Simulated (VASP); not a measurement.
A run of VASP 6.6.1:

INCAR

```
  PREC = Accurate
  ENCUT = 520
  EDIFF = 1E-6
  ISMEAR = 0
  SIGMA = 0.05
  LREAL = F
  LASPH = T
  NELM = 60
  ALGO = Normal
  ISIF = 2
  LWAVE = F
  LCHARG = F
  GGA = PE
  NBANDS = 12
```

The input KPOINTS:

```
regular mesh
0
Gamma
  8 8 8
```

Contents of POSCAR:

```
LiCl
1.0
    0.0000000000      2.5006410000      2.6929980000
    2.5006410000      0.0000000000      2.6929980000
    2.5006410000      2.5006410000      0.0000000000
Li Cl
1 1
Direct
    0.0000000000      0.0000000000      0.0000000000
    0.5000000000      0.5000000000      0.5000000000
```

Potentials or basis: VASP PAW PBE potentials, release 64 (Li_sv, Cl).

Command:

```sh
$ cat potpaw_PBE.64/Li_sv/POTCAR potpaw_PBE.64/Cl/POTCAR > POTCAR
$ mpirun -np 1 vasp_std > vasp.out
```

Hardware: 1 thread of Intel Xeon 8259CL (shared host).

Estimate the wall time of this run.

It took 34 s on 1 thread of Intel Xeon 8259CL (shared host), peak memory 0.16 GiB. Counts: scf iterations 12, k points 59.
